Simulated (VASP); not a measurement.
Re: single point with PBEsol

Re:

```xyz
4
Lattice="2.8587 0.0000 0.0000 -1.4293 2.4757 0.0000 0.0000 0.0000 9.2111" Properties=species:S:1:pos:R:3 pbc="T T T"
Re   -1.4293    2.4757    0.0000
Re   -1.4293    2.4757    4.6055
Re    0.0000    1.6505    2.3028
Re    1.4293    0.8252    6.9083
```

```json
{
  "Program": "VASP 6.6.1",
  "Task": "single point",
  "Functional": "PBEsol",
  "Potentials or basis": "VASP PAW PBE potentials, release 64 (Re)",
  "Cutoff": "520 eV",
  "k mesh": "15 × 15 × 4",
  "Occupations": "fermi-dirac, width 0.1 eV",
  "Spin": "no spin polarisation"
}
```

```
Pressure               : -34.9 GPa
Band gap on the k mesh : zero (bands 14 and 15 overlap by 2.20 eV)
```

Stress tensor (GPa, compression positive):
```
-34.84   0.00   0.00
  0.00 -34.84   0.00
  0.00   0.00 -35.10
```

Levels at points of the mesh, in eV from the Fermi level:
| k point | band 11 | band 12 | band 13 | band 14 | band 15 | band 16 | band 17 | band 18 |
| --- | --- | --- | --- | --- | --- | --- | --- | --- |
| (0.00, 0.00, 0.00) | -1.39 | -1.07 | -1.07 | -0.97 | -0.97 | 0.38 | 0.53 | 0.53 |
| (0.00, 0.00, 0.50) | -1.26 | -1.26 | -1.26 | -1.26 | -1.10 | -1.10 | 0.99 | 0.99 |

It took 2.1 min on 1 thread of Intel(R) Xeon(R) Platinum 8259CL CPU @ 2.50GHz (Skylake/Cascade Lake), with other jobs on the host, peak memory 0.24 GiB.

Caveat: the cell stands under tension; the PAW data sets were made with another functional, which shifts forces and pressure a little; spin-orbit coupling is left out, which moves the levels of the heavy elements.
